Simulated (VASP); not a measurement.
# MgO (NiAs type) (P6_3/mmc) in VASP: single point with PBE

Aim: the single point of MgO (NiAs type) with PBE.

Program: VASP 6.6.1. These are calculated values, not measurements. Logs are shortened: lines on timing, memory, paths and dates and some standing lists are left out, and cuts for length are marked.

### 1 The cell of the first run

It takes space group P6_3/mmc (No. 194, hexagonal). The conventional cell has a = 2.958 Å, b = 2.958 Å, c = 5.157 Å, α = 90.00°, β = 90.00°, γ = 120.00°. Mg (site symmetry -3m) has 6 O at 2.14 Å and 2 Mg at 2.58 Å within 2.8 Å. O (site symmetry -6m2) has 6 Mg at 2.14 Å within 2.8 Å.

### 2 Single point, PBE

INCAR

```
SYSTEM = MgO
ALGO = Normal ; EDIFF = 1E-6
ENCUT = 520 ; GGA = PE
ISIF = 2 ; ISMEAR = -1
LASPH = .TRUE. ; LCHARG = .FALSE.
LREAL = .FALSE. ; LWAVE = .FALSE.
NBANDS = 16 ; NELM = 100
PREC = Accurate ; SIGMA = 0.08
```

KPOINTS

```
k-points
0
G
  10 10 6
  0 0 0
```

POSCAR

```
MgO
1.0
    2.9581614919      0.0000000000      0.0000000000
   -1.4790807460      2.5618430005      0.0000000000
    0.0000000000      0.0000000000      5.1565408010
Mg O
2 2
Direct
    0.0000000000      0.0000000000      0.0000000000
    0.0000000000      0.0000000000      0.5000000000
    0.3333333333      0.6666666667      0.2500000000
    0.6666666667      0.3333333333      0.7500000000
```

Potentials or basis: VASP PAW PBE potentials, release 64 (Mg, O).

Command:

```console
> cat potpaw_PBE.64/Mg/POTCAR potpaw_PBE.64/O/POTCAR > POTCAR
> mpirun -np 1 vasp_std > vasp.out
```

OUTCAR:

```text
SYSTEM = MgO
   EDIFF = 1E-6
   ENCUT = 520
   GGA = PE
   ISIF = 2
   ISMEAR = -1
   LASPH = .TRUE.
   LREAL = .FALSE.
   NELM = 100
   PREC = Accurate

 ion  position               nearest neighbor table
   1  0.000  0.000  0.000-   3 2.14   4 2.14   4 2.14   3 2.14   4 2.14   3 2.14   2 2.58   2 2.58

   2  0.000  0.000  0.500-   3 2.14   4 2.14   4 2.14   3 2.14   4 2.14   3 2.14   1 2.58   1 2.58

   3  0.333  0.667  0.250-   1 2.14   2 2.14   1 2.14   2 2.14   1 2.14   2 2.14
   4  0.667  0.333  0.750-   1 2.14   2 2.14   1 2.14   2 2.14   1 2.14   2 2.14

  LATTYP: Found a hexagonal cell.
 ALAT       =     2.9581614919
 C/A-ratio  =     1.7431573006

  Lattice vectors:

 A1 = (   2.9581614919,   0.0000000000,   0.0000000000)
 A2 = (  -1.4790807460,   2.5618430005,   0.0000000000)
 A3 = (   0.0000000000,   0.0000000000,   5.1565408010)

Analysis of symmetry for initial positions (statically):
=====================================================================
 Subroutine PRICEL returns:
 Original cell was already a primitive cell.

 Routine SETGRP: Setting up the symmetry group for a
 hexagonal supercell.

 Subroutine GETGRP returns: Found 24 space group operations
 (whereof 12 operations were pure point group operations)
 out of a pool of 24 trial point group operations.

The static configuration has the point symmetry D_3d.
 The point group associated with its full space group is D_6h.

Analysis of symmetry for dynamics (positions and initial velocities):
=====================================================================
 Subroutine PRICEL returns:
 Original cell was already a primitive cell.

 Routine SETGRP: Setting up the symmetry group for a
 hexagonal supercell.

 Subroutine GETGRP returns: Found 24 space group operations
 (whereof 12 operations were pure point group operations)
 out of a pool of 24 trial point group operations.

The dynamic configuration has the point symmetry D_3d.
 The point group associated with its full space group is D_6h.

 Subroutine INISYM returns: Found 24 space group operations
 (whereof 12 operations are pure point group operations),
 and found     1 'primitive' translations

----------------------------------------------------------------------------------------

                                     Primitive cell

  volume of cell :      39.0780

  direct lattice vectors                    reciprocal lattice vectors
     2.958161492  0.000000000  0.000000000     0.338047805  0.195171991  0.000000000
    -1.479080746  2.561843001  0.000000000     0.000000000  0.390343983  0.000000000
     0.000000000  0.000000000  5.156540801     0.000000000  0.000000000  0.193928457

  length of vectors
     2.958161492  2.958161492  5.156540801     0.390343983  0.390343983  0.193928457

  position of ions in fractional coordinates (direct lattice)
     0.000000000  0.000000000  0.000000000
     0.000000000  0.000000000  0.500000000
     0.333333333  0.666666667  0.250000000
     0.666666667  0.333333333  0.750000000

  ion indices of the primitive-cell ions
   primitive index   ion index
                 1           1
                 2           2
                 3           3
                 4           4

----------------------------------------------------------------------------------------

 KPOINTS: k-points

Automatic generation of k-mesh.
 Grid dimensions read from file:
 generate k-points for:   10   10    6

 Generating k-lattice:

  Cartesian coordinates                     Fractional coordinates (reciprocal lattice)
     0.033804781  0.019517199  0.000000000     0.100000000  0.000000000  0.000000000
     0.000000000  0.039034398  0.000000000     0.000000000  0.100000000  0.000000000
     0.000000000  0.000000000  0.032321409     0.000000000  0.000000000  0.166666667

  Length of vectors
     0.039034398  0.039034398  0.032321409

  Shift w.r.t. Gamma in fractional coordinates (k-lattice)
     0.000000000  0.000000000  0.000000000

 Subroutine IBZKPT returns following result:
 ===========================================

 Found     56 irreducible k-points:

 Following reciprocal coordinates:
            Coordinates               Weight
  0.000000  0.000000  0.000000      1.000000
  0.100000  0.000000  0.000000      6.000000
  0.200000  0.000000  0.000000      6.000000
  0.300000  0.000000  0.000000      6.000000
  0.400000  0.000000  0.000000      6.000000
  0.500000  0.000000  0.000000      3.000000
[... 16 lines left out ...]
  0.300000  0.100000  0.166667     24.000000
  0.400000  0.100000  0.166667     24.000000
 [... further k-points ...]
   k-points           NKPTS =     56   k-points in BZ     NKDIM =     56   number of bands    NBANDS=     16
   number of dos      NEDOS =    301   number of ions     NIONS =      4
   total plane-waves  NPLWV =  23040
   dimension x,y,z NGX =    24 NGY =   24 NGZ =   40
   dimension x,y,z NGXF=    48 NGYF=   48 NGZF=   80
   ions per type =               2   2
   NGX,Y,Z   is equivalent  to a cutoff of  13.49, 13.49, 12.90 a.u.
   NGXF,Y,Z  is equivalent  to a cutoff of  26.98, 26.98, 25.79 a.u.
 SYSTEM =  MgO
   PREC   = accura    normal or accurate (medium, high low for compatibility)
   ISTART =      0    job   : 0-new  1-cont  2-samecut
   ICHARG =      2    charge: 1-file 2-atom 10-const
   ISPIN  =      1    spin polarized calculation?
   LNONCOLLINEAR =      F non collinear calculations
   LSORBIT =      F    spin-orbit coupling
   LASPH  =      T    aspherical Exc in radial PAW
   ENCUT  =  520.0 eV  38.22 Ry    6.18 a.u.   5.50  5.50  9.59*2*pi/ulx,y,z
   NELM   =    100;   NELMIN=  2; NELMDL= -5     # of ELM steps
   EDIFF  = 0.1E-05   stopping-criterion for ELM
   LREAL  =      F    real-space projection
   EDIFFG = 0.1E-04   stopping-criterion for IOM
   NSW    =      0    number of steps for IOM
   IBRION =     -1    ionic relax: 0-MD 1-quasi-New 2-CG
   NFREE  =      0    steps in history (QN), initial steepest desc. (CG)
   ISIF   =      2    stress and relaxation
   ISYM   =      2    0-nonsym 1-usesym 2-fastsym
   POTIM  = 0.5000    time-step for ionic-motion
   TEBEG  =    0.0;   TEEND  =   0.0 temperature during run
   PSTRESS=    0.0 pullay stress
   NELECT =      16.0000    total number of electrons
   NUPDOWN=      -1.0000    fix difference up-down
   EMIN   =  10.00;   EMAX   =-10.00  energy-range for DOS
   EFERMI =   0.00;   METHOD = LEGACY
   ISMEAR =    -1;   SIGMA  =   0.08  broadening in eV -4-tet -1-fermi 0-gaus
   EFERMI_NEDOS =   21; number of points for ismear=-14 and -15
   IALGO  =     38    algorithm
   IMIX   =      4    mixing-type and parameters
     AMIX     =   0.40;   BMIX     =  1.00
     AMIX_MAG =   1.60;   BMIX_MAG =  1.00
  volume/ion in A,a.u.               =       9.77        65.93
  Fermi-wavevector in a.u.,A,eV,Ry     =   1.215637  2.297221 20.106323  1.477773
  Thomas-Fermi vector in A             =   2.351017
   LORBIT       =      0    0 simple, 1 ext, 2 COOP (PROOUT), +10 PAW based schemes
   GGA     = PE    functional components
   LHFCALC =     F    Hartree Fock is set to
   AEXX    =    0.0000 exact exchange contribution
   IVDW    =     0    specifies the selected vdW correction
   LEPSILON=     F    determine dielectric tensor
   LRPA    =     F    only Hartree local field effects (RPA)
 non-spin polarized calculation
  energy-cutoff  :      520.00
  volume of cell :       39.08
 maximum number of plane-waves:      1081
 NGX is ok and might be reduce to    24
   NGX = 11   NGY = 11   NGZ = 19

 number of electron      16.0000005 magnetization

 Free energy of the ion-electron system (eV)
  ---------------------------------------------------
  ext. energy  EPLUGINS =         0.00000000
  ---------------------------------------------------
  free energy    TOTEN  =       -23.22406948 eV

  energy without entropy =      -23.22406948  energy(sigma->0) =      -23.22406948

 E-fermi :   4.7367     XC(G=0): -10.8543

 val. band max:        3.0257329923   @ k =   0.0000   0.0000   0.0000
 cond. band min:       7.1369332841   @ k =   0.0000   0.0000   0.0000
 fundamental gap:      4.1112002917
 Fermi energy:         4.7367006483

 k-point     1 :       0.0000    0.0000    0.0000
  band No.  band energies     occupation
      1     -14.1715      2.00000
      2     -13.1467      2.00000
      3      -1.7727      2.00000
      4       2.5299      2.00000
      5       2.5390      2.00000
      6       2.5390      2.00000
[... 8 lines left out ...]
     15      19.9508      0.00000
     16      19.9508      0.00000

 k-point     2 :       0.1000    0.0000    0.0000
  band No.  band energies     occupation
      1     -14.0789      2.00000
      2     -13.1011      2.00000
      3      -1.6286      2.00000
      4       2.1320      2.00000
      5       2.4505      2.00000
      6       2.4649      2.00000
[... 8 lines left out ...]
     15      19.9266      0.00000
     16      19.9309      0.00000

 k-point     3 :       0.2000    0.0000    0.0000
  band No.  band energies     occupation
      1     -13.8222      2.00000
      2     -12.9808      2.00000
      3      -1.2179      2.00000
      4       1.0927      2.00000
      5       1.4217      2.00000
      6       2.2786      2.00000
[... 8 lines left out ...]
     15      20.0136      0.00000
     16      20.3220      0.00000

 k-point     4 :       0.3000    0.0000    0.0000
  band No.  band energies     occupation
      1     -13.4666      2.00000
      2     -12.8390      2.00000
      3      -0.6086      2.00000
      4      -0.0750      2.00000
      5       0.4983      2.00000
      6       2.0623      2.00000
[... 8 lines left out ...]
     15      19.3793      0.00000
     16      20.9801      0.00000

 k-point     5 :       0.4000    0.0000    0.0000
  band No.  band energies     occupation
      1     -13.1203      2.00000
      2     -12.7527      2.00000
      3      -0.9298      2.00000
      4      -0.1509      2.00000
      5       0.0651      2.00000
      6       1.7664      2.00000
[... 8 lines left out ...]
     15      18.9798      0.00000
     16      21.4013      0.00000

 k-point     6 :       0.5000    0.0000    0.0000
  band No.  band energies     occupation
      1     -12.9433      2.00000
      2     -12.7556      2.00000
      3      -1.2431      2.00000
      4      -0.3846      2.00000
      5       0.4580      2.00000
      6       1.4986      2.00000
[... 8 lines left out ...]
     15      18.8447      0.00000
     16      21.5493      0.00000
[... 267 lines left out ...]
 k-point    21 :       0.1000    0.1000    0.1667
  band No.  band energies     occupation
      1     -13.8510      2.00000
      2     -13.0847      2.00000
      3      -1.1783      2.00000
      4       1.3548      2.00000
      5       1.6007      2.00000
      6       2.2478      2.00000
[... 8 lines left out ...]
     15      19.7331      0.00000
     16      20.0380      0.00000

 k-point    22 :       0.2000    0.1000    0.1667
  band No.  band energies     occupation
      1     -13.5534      2.00000
      2     -12.9372      2.00000
      3      -0.7697      2.00000
      4       0.4062      2.00000
      5       0.8510      2.00000
      6       1.9757      2.00000
[... 8 lines left out ...]
     15      18.9435      0.00000
     16      20.3958      0.00000

 k-point    23 :       0.3000    0.1000    0.1667
  band No.  band energies     occupation
      1     -13.2133      2.00000
      2     -12.8009      2.00000
      3      -0.6707      2.00000
      4      -0.2526      2.00000
      5       0.4002      2.00000
      6       1.7054      2.00000
[... 8 lines left out ...]
     15      18.2761      0.00000
     16      20.9238      0.00000

 k-point    24 :       0.4000    0.1000    0.1667
  band No.  band energies     occupation
      1     -12.9509      2.00000
      2     -12.7502      2.00000
      3      -1.1231      2.00000
      4      -0.4536      2.00000
      5       0.6198      2.00000
      6       1.5609      2.00000
[... 8 lines left out ...]
     15      18.0055      0.00000
     16      21.0446      0.00000

 [... further k-points ...]
[... 5 lines left out ...]
  --------------------------------------------------------------------------------------
  -------------------------------------------------------------------------------------
  Total       -0.1679413     -0.1679413     -0.1675443      0.0000000     -0.0000000      0.0000000
  in kB       -6.8854976     -6.8854976     -6.8692208      0.0000000     -0.0000000      0.0000000
  external PRESSURE =      -6.8800720 kB  Pullay stress =       0.0000000 kB

 VOLUME and BASIS-vectors are now :
 -----------------------------------------------------------------------------
  energy-cutoff  :      520.00
  volume of cell :       39.08
      direct lattice vectors                 reciprocal lattice vectors
     2.958161492  0.000000000  0.000000000     0.338047805  0.195171991  0.000000000
    -1.479080746  2.561843001  0.000000000     0.000000000  0.390343983  0.000000000
     0.000000000  0.000000000  5.156540801     0.000000000  0.000000000  0.193928457

 POSITION                                       TOTAL-FORCE (eV/Angst)
 -----------------------------------------------------------------------------------
      0.00000      0.00000      0.00000         0.000000      0.000000      0.000000
      0.00000      0.00000      2.57827         0.000000      0.000000      0.000000
     -0.00000      1.70790      1.28914         0.000000      0.000000     -0.000000
      1.47908      0.85395      3.86741        -0.000000      0.000000      0.000000
 -----------------------------------------------------------------------------------
    total drift:                               -0.000000      0.000000     -0.000000

  FREE ENERGIE OF THE ION-ELECTRON SYSTEM (eV)
  ---------------------------------------------------
  free  energy   TOTEN  =       -23.2240694799 eV

  energy  without entropy=      -23.2240694799  energy(sigma->0) =      -23.22406948
```

Wall time 12 s (1 thread of Intel Xeon 6975P-C (Granite Rapids), shared host); peak memory 0.17 GiB.

What came out:

| Property | Result |
| --- | --- |
| Free energy | -23.2241 eV |
| Pressure | -0.7 GPa |
| Band gap on the k mesh | 4.11 eV, direct |

A k mesh can miss the band edges. As with any semilocal functional, this PBE gap is likely too small.
